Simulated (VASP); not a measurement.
# KCl (Fm-3m) in VASP: notebook

Runs on KCl. Level: PBEsol. Tasks: single point.

All numbers are computed with VASP 6.6.1; they aren't measurements. Logs are shortened: lines on timing, memory, paths and dates and some standing lists are left out, and cuts for length are marked.

## (1) The cell of the first run

The structure is cubic, space group Fm-3m (No. 225). The conventional cell has a = 5.567 Å, b = 5.567 Å, c = 5.567 Å, α = 90.00°, β = 90.00°, γ = 90.00°. Within 3.7 Å of K (site symmetry m-3m) lie 6 Cl at 2.78 Å. Cl (site symmetry m-3m) has 6 K at 2.78 Å within 3.7 Å.

## (2) Single point, PBEsol

INCAR

```
SYSTEM = KCl
PREC = Accurate ; ENCUT = 520
EDIFF = 1E-6 ; ISMEAR = 0
SIGMA = 0.01 ; LREAL = .False.
LASPH = .True. ; NELM = 80
ALGO = Normal ; ISIF = 2
LWAVE = .False. ; LCHARG = .True.
GGA = PS ; LELF = .True.
LVHAR = .True. ; NBANDS = 15
```

KPOINTS

```
Automatic mesh
0
Gamma
  8 8 8
  0 0 0
```

POSCAR

```
KCl
1.0
    0.0000000000      2.7835160139      2.7835160139
    2.7835160139      0.0000000000      2.7835160139
    2.7835160139      2.7835160139      0.0000000000
K Cl
1 1
Direct
    0.0000000000      0.0000000000      0.0000000000
    0.5000000000      0.5000000000      0.5000000000
```

Potentials or basis: VASP PAW PBE potentials, release 64 (K_sv, Cl).

Run with:

```sh
$ cat potpaw_PBE.64/K_sv/POTCAR potpaw_PBE.64/Cl/POTCAR > POTCAR
$ mpirun -np 1 vasp_std > vasp.out
```

OUTCAR:

```text
SYSTEM = KCl
   PREC = Accurate
   ENCUT = 520
   EDIFF = 1E-6
   ISMEAR = 0
   LREAL = .False.
   LASPH = .True.
   NELM = 80
   ISIF = 2
   GGA = PS

 ion  position               nearest neighbor table
   1  0.000  0.000  0.000-   2 2.78   2 2.78   2 2.78   2 2.78   2 2.78   2 2.78
   2  0.500  0.500  0.500-   1 2.78   1 2.78   1 2.78   1 2.78   1 2.78   1 2.78

  LATTYP: Found a face centered cubic cell.
 ALAT       =     5.5670320278

  Lattice vectors:

 A1 = (   0.0000000000,   2.7835160139,   2.7835160139)
 A2 = (   2.7835160139,   0.0000000000,   2.7835160139)
 A3 = (   2.7835160139,   2.7835160139,   0.0000000000)

Analysis of symmetry for initial positions (statically):
=====================================================================
 Subroutine PRICEL returns:
 Original cell was already a primitive cell.

 Routine SETGRP: Setting up the symmetry group for a
 face centered cubic supercell.

 Subroutine GETGRP returns: Found 48 space group operations
 (whereof 48 operations were pure point group operations)
 out of a pool of 48 trial point group operations.

The static configuration has the point symmetry O_h .

Analysis of symmetry for dynamics (positions and initial velocities):
=====================================================================
 Subroutine PRICEL returns:
 Original cell was already a primitive cell.

 Routine SETGRP: Setting up the symmetry group for a
 face centered cubic supercell.

 Subroutine GETGRP returns: Found 48 space group operations
 (whereof 48 operations were pure point group operations)
 out of a pool of 48 trial point group operations.

The dynamic configuration has the point symmetry O_h .

 Subroutine INISYM returns: Found 48 space group operations
 (whereof 48 operations are pure point group operations),
 and found     1 'primitive' translations

----------------------------------------------------------------------------------------

                                     Primitive cell

  volume of cell :      43.1331

  direct lattice vectors                    reciprocal lattice vectors
     0.000000000  2.783516014  2.783516014    -0.179628929  0.179628929  0.179628929
     2.783516014  0.000000000  2.783516014     0.179628929 -0.179628929  0.179628929
     2.783516014  2.783516014  0.000000000     0.179628929  0.179628929 -0.179628929

  length of vectors
     3.936486098  3.936486098  3.936486098     0.311126431  0.311126431  0.311126431

  position of ions in fractional coordinates (direct lattice)
     0.000000000  0.000000000  0.000000000
     0.500000000  0.500000000  0.500000000

  ion indices of the primitive-cell ions
   primitive index   ion index
                 1           1
                 2           2

----------------------------------------------------------------------------------------

 KPOINTS: Automatic mesh

Automatic generation of k-mesh.
 Grid dimensions read from file:
 generate k-points for:    8    8    8

 Generating k-lattice:

  Cartesian coordinates                     Fractional coordinates (reciprocal lattice)
    -0.022453616  0.022453616  0.022453616     0.125000000  0.000000000  0.000000000
     0.022453616 -0.022453616  0.022453616     0.000000000  0.125000000  0.000000000
     0.022453616  0.022453616 -0.022453616     0.000000000  0.000000000  0.125000000

  Length of vectors
     0.038890804  0.038890804  0.038890804

  Shift w.r.t. Gamma in fractional coordinates (k-lattice)
     0.000000000  0.000000000  0.000000000

 Subroutine IBZKPT returns following result:
 ===========================================

 Found     29 irreducible k-points:

 Following reciprocal coordinates:
            Coordinates               Weight
  0.000000  0.000000  0.000000      1.000000
  0.125000  0.000000  0.000000      8.000000
  0.250000  0.000000  0.000000      8.000000
  0.375000  0.000000  0.000000      8.000000
  0.500000  0.000000  0.000000      4.000000
  0.125000  0.125000  0.000000      6.000000
[... 16 lines left out ...]
  0.500000  0.250000  0.125000     48.000000
 -0.375000  0.250000  0.125000     24.000000
 [... further k-points ...]
   k-points           NKPTS =     29   k-points in BZ     NKDIM =     29   number of bands    NBANDS=     15
   number of dos      NEDOS =    301   number of ions     NIONS =      2
   total plane-waves  NPLWV =  27000
   dimension x,y,z NGX =    30 NGY =   30 NGZ =   30
   dimension x,y,z NGXF=    60 NGYF=   60 NGZF=   60
   ions per type =               1   1
   NGX,Y,Z   is equivalent  to a cutoff of  12.67, 12.67, 12.67 a.u.
   NGXF,Y,Z  is equivalent  to a cutoff of  25.34, 25.34, 25.34 a.u.
 SYSTEM =  KCl
   PREC   = accura    normal or accurate (medium, high low for compatibility)
   ISTART =      0    job   : 0-new  1-cont  2-samecut
   ICHARG =      2    charge: 1-file 2-atom 10-const
   ISPIN  =      1    spin polarized calculation?
   LNONCOLLINEAR =      F non collinear calculations
   LSORBIT =      F    spin-orbit coupling
   LASPH  =      T    aspherical Exc in radial PAW
   ENCUT  =  520.0 eV  38.22 Ry    6.18 a.u.   7.32  7.32  7.32*2*pi/ulx,y,z
   NELM   =     80;   NELMIN=  2; NELMDL= -5     # of ELM steps
   EDIFF  = 0.1E-05   stopping-criterion for ELM
   LREAL  =      F    real-space projection
   EDIFFG = 0.1E-04   stopping-criterion for IOM
   NSW    =      0    number of steps for IOM
   IBRION =     -1    ionic relax: 0-MD 1-quasi-New 2-CG
   NFREE  =      0    steps in history (QN), initial steepest desc. (CG)
   ISIF   =      2    stress and relaxation
   ISYM   =      2    0-nonsym 1-usesym 2-fastsym
   POTIM  = 0.5000    time-step for ionic-motion
   TEBEG  =    0.0;   TEEND  =   0.0 temperature during run
   PSTRESS=    0.0 pullay stress
   NELECT =      16.0000    total number of electrons
   NUPDOWN=      -1.0000    fix difference up-down
   EMIN   =  10.00;   EMAX   =-10.00  energy-range for DOS
   EFERMI =   0.00;   METHOD = LEGACY
   ISMEAR =     0;   SIGMA  =   0.01  broadening in eV -4-tet -1-fermi 0-gaus
   EFERMI_NEDOS =   21; number of points for ismear=-14 and -15
   IALGO  =     38    algorithm
   IMIX   =      4    mixing-type and parameters
     AMIX     =   0.40;   BMIX     =  1.00
     AMIX_MAG =   1.60;   BMIX_MAG =  1.00
  volume/ion in A,a.u.               =      21.57       145.54
  Fermi-wavevector in a.u.,A,eV,Ry     =   1.176281  2.222849 18.825526  1.383637
  Thomas-Fermi vector in A             =   2.312648
   LORBIT       =      0    0 simple, 1 ext, 2 COOP (PROOUT), +10 PAW based schemes
   GGA     = PS    functional components
   LHFCALC =     F    Hartree Fock is set to
   AEXX    =    0.0000 exact exchange contribution
   IVDW    =     0    specifies the selected vdW correction
   LEPSILON=     F    determine dielectric tensor
   LRPA    =     F    only Hartree local field effects (RPA)
 non-spin polarized calculation
 Gauss-broadening in eV      SIGMA  =   0.01
  energy-cutoff  :      520.00
  volume of cell :       43.13
 maximum number of plane-waves:      1211
 NGX is ok and might be reduce to    30
   NGX = 15   NGY = 15   NGZ = 15

 number of electron      15.9999999 magnetization

 Free energy of the ion-electron system (eV)
  ---------------------------------------------------
  ext. energy  EPLUGINS =         0.00000000
  ---------------------------------------------------
  free energy    TOTEN  =        -6.41275192 eV

  energy without entropy =       -6.41275192  energy(sigma->0) =       -6.41275192

 E-fermi :   0.1476     XC(G=0):  -9.4143

 val. band max:        0.0451034741   @ k =   0.0000   0.0000   0.0000
 cond. band min:       5.6898520035   @ k =   0.5000   0.5000   0.0000
 fundamental gap:      5.6447485294
 Fermi energy:         0.1475974107

 k-point     1 :       0.0000    0.0000    0.0000
  band No.  band energies     occupation
      1     -26.3706      2.00000
      2     -12.6325      2.00000
      3      -9.8790      2.00000
      4      -9.8790      2.00000
      5      -9.8790      2.00000
      6       0.0451      2.00000
      7       0.0451      2.00000
      8       0.0451      2.00000
      9       6.5517      0.00000
     10       8.1615      0.00000
     11       8.1615      0.00000
     12       8.1615      0.00000
     13       9.3119      0.00000
     14       9.3119      0.00000
     15      13.8289      0.00000

 k-point     2 :       0.1250    0.0000    0.0000
  band No.  band energies     occupation
      1     -26.3602      2.00000
      2     -12.7218      2.00000
      3      -9.8818      2.00000
      4      -9.8818      2.00000
      5      -9.7725      2.00000
      6      -0.3120      2.00000
      7      -0.0897      2.00000
      8      -0.0897      2.00000
      9       7.0685      0.00000
     10       8.0939      0.00000
     11       8.4464      0.00000
     12       8.4464      0.00000
     13       9.7056      0.00000
     14       9.7056      0.00000
     15      14.6700      0.00000

 k-point     3 :       0.2500    0.0000    0.0000
  band No.  band energies     occupation
      1     -26.3349      2.00000
      2     -12.9169      2.00000
      3      -9.8884      2.00000
      4      -9.8884      2.00000
      5      -9.5320      2.00000
      6      -1.0429      2.00000
      7      -0.3897      2.00000
      8      -0.3897      2.00000
      9       7.7493      0.00000
     10       8.6491      0.00000
     11       9.2569      0.00000
     12       9.2569      0.00000
     13      10.7691      0.00000
     14      10.7691      0.00000
     15      15.8306      0.00000

 k-point     4 :       0.3750    0.0000    0.0000
  band No.  band energies     occupation
      1     -26.3093      2.00000
      2     -13.0910      2.00000
      3      -9.8947      2.00000
      4      -9.8947      2.00000
      5      -9.3065      2.00000
      6      -1.6639      2.00000
      7      -0.6608      2.00000
      8      -0.6608      2.00000
      9       8.1182      0.00000
     10       9.6312      0.00000
     11      10.4873      0.00000
     12      10.4873      0.00000
     13      12.1274      0.00000
     14      12.1274      0.00000
     15      14.8486      0.00000
[... 307 lines left out ...]
 k-point    22 :       0.3750    0.2500    0.1250
  band No.  band energies     occupation
      1     -26.3170      2.00000
      2     -12.8922      2.00000
      3     -10.0358      2.00000
      4      -9.9201      2.00000
      5      -9.5467      2.00000
      6      -1.2814      2.00000
      7      -0.4825      2.00000
      8      -0.2470      2.00000
      9       7.2369      0.00000
     10       8.6335      0.00000
     11      10.1575      0.00000
     12      10.4537      0.00000
     13      10.9413      0.00000
     14      12.1616      0.00000
     15      14.8448      0.00000

 k-point    23 :       0.5000    0.2500    0.1250
  band No.  band energies     occupation
      1     -26.2972      2.00000
      2     -12.9352      2.00000
      3     -10.0955      2.00000
      4      -9.9650      2.00000
      5      -9.5016      2.00000
      6      -1.4112      2.00000
      7      -0.6813      2.00000
      8      -0.4643      2.00000
      9       7.6866      0.00000
     10       9.2939      0.00000
     11      10.8847      0.00000
     12      11.0924      0.00000
     13      11.9627      0.00000
     14      12.9291      0.00000
     15      13.9518      0.00000

 k-point    24 :      -0.3750    0.2500    0.1250
  band No.  band energies     occupation
      1     -26.2889      2.00000
      2     -12.9519      2.00000
      3     -10.1011      2.00000
      4     -10.0080      2.00000
      5      -9.4801      2.00000
      6      -1.4437      2.00000
      7      -0.6694      2.00000
      8      -0.6651      2.00000
      9       8.3564      0.00000
     10       8.9056      0.00000
     11      11.5355      0.00000
     12      11.6233      0.00000
     13      12.1792      0.00000
     14      13.3353      0.00000
     15      13.8358      0.00000

 [... further k-points ...]

------------------------ aborting loop because EDIFF is reached ----------------------------------------

  FORCE on cell =-STRESS in cart. coord.  units (eV):
  Direction    XX          YY          ZZ          XY          YZ          ZX
  --------------------------------------------------------------------------------------
  -------------------------------------------------------------------------------------
  Total        4.1177054      4.1177054      4.1177054     -0.0000000     -0.0000000      0.0000000
  in kB      152.9518320    152.9518320    152.9518320     -0.0000000     -0.0000000      0.0000000
  external PRESSURE =     152.9518320 kB  Pullay stress =       0.0000000 kB

 VOLUME and BASIS-vectors are now :
 -----------------------------------------------------------------------------
  energy-cutoff  :      520.00
  volume of cell :       43.13
      direct lattice vectors                 reciprocal lattice vectors
     0.000000000  2.783516014  2.783516014    -0.179628929  0.179628929  0.179628929
     2.783516014  0.000000000  2.783516014     0.179628929 -0.179628929  0.179628929
     2.783516014  2.783516014  0.000000000     0.179628929  0.179628929 -0.179628929

 POSITION                                       TOTAL-FORCE (eV/Angst)
 -----------------------------------------------------------------------------------
      0.00000      0.00000      0.00000         0.000000      0.000000     -0.000000
      2.78352      2.78352      2.78352         0.000000      0.000000      0.000000
 -----------------------------------------------------------------------------------
    total drift:                               -0.000000      0.000000      0.000000

  FREE ENERGIE OF THE ION-ELECTRON SYSTEM (eV)
  ---------------------------------------------------
  free  energy   TOTEN  =        -6.4127519245 eV

  energy  without entropy=       -6.4127519245  energy(sigma->0) =       -6.41275192
```

Run time: 14 s. Hardware: 1 thread of AMD EPYC 7R13 (Zen 3), shared host; peak memory 0.14 GiB.

What came out:

```
Free energy            : -6.4128 eV
Pressure               : 15.3 GPa
Band gap on the k mesh : 5.64 eV (least direct gap 5.90 eV)
```

Levels at points of the mesh, in eV from the valence-band top:
| k point | band 5 | band 6 | band 7 | band 8 | band 9 | band 10 | band 11 | band 12 |
| --- | --- | --- | --- | --- | --- | --- | --- | --- |
| (0.00, 0.00, 0.00) | -9.92 | 0.00 | 0.00 | 0.00 | 6.51 | 8.12 | 8.12 | 8.12 |
| (0.50, 0.00, 0.00) | -9.26 | -1.95 | -0.81 | -0.81 | 8.37 | 9.76 | 11.52 | 11.52 |
| (0.50, 0.50, 0.00) | -10.15 | -0.80 | -0.25 | -0.25 | 5.64 | 10.02 | 10.65 | 12.07 |

Caveat: the cell stands under pressure; the PAW data sets were made with another functional, which shifts forces and pressure a little. A k mesh can miss the band edges.

## (3) Single point, PBEsol

This run uses another cell than the first one, of 23.14 Å³/atom.

INCAR

```
ALGO = Normal
EDIFF = 1E-7
ENCUT = 520
GGA = PS
ISIF = 2
ISMEAR = 0
LASPH = True
LCHARG = False
LREAL = False
LWAVE = False
NBANDS = 15
NELM = 60
PREC = Accurate
SIGMA = 0.01
```

KPOINTS

```
k-points
0
Gamma
  8 8 8
```

POSCAR

```
KCl
1.0
    0.0000000000      2.8496738855      2.8496738855
    2.8496738855      0.0000000000      2.8496738855
    2.8496738855      2.8496738855      0.0000000000
K Cl
1 1
Direct
    0.0000000000      0.0000000000      0.0000000000
    0.5000000000      0.5000000000      0.5000000000
```

Potentials or basis: VASP PAW PBE potentials, release 64 (K_sv, Cl).

Run with:

```sh
$ cat potpaw_PBE.64/K_sv/POTCAR potpaw_PBE.64/Cl/POTCAR > POTCAR
$ mpirun -np 1 vasp_std > vasp.out
```

It took 14 s on 1 thread of AMD EPYC 7R13 (Zen 3), shared host; peak memory 0.14 GiB.

Results (log left out):

```yaml
Free_energy: -6.6618 eV
Pressure: 10.2 GPa
Band_gap_on_the_k_mesh: 5.86 eV (least direct gap 6.12 eV)
```

Levels at points of the mesh, in eV from the valence-band top:
| k point | band 6 | band 7 | band 8 | band 9 | band 10 | band 11 |
| --- | --- | --- | --- | --- | --- | --- |
| (0.00, 0.00, 0.00) | 0.00 | 0.00 | 0.00 | 6.17 | 8.21 | 8.21 |
| (0.50, 0.00, 0.00) | -1.75 | -0.69 | -0.69 | 8.20 | 9.54 | 11.34 |
| (0.50, 0.50, 0.00) | -0.81 | -0.26 | -0.26 | 5.86 | 9.65 | 10.60 |

Caveat: the cell stands under pressure; the PAW data sets were made with another functional, which shifts forces and pressure a little.
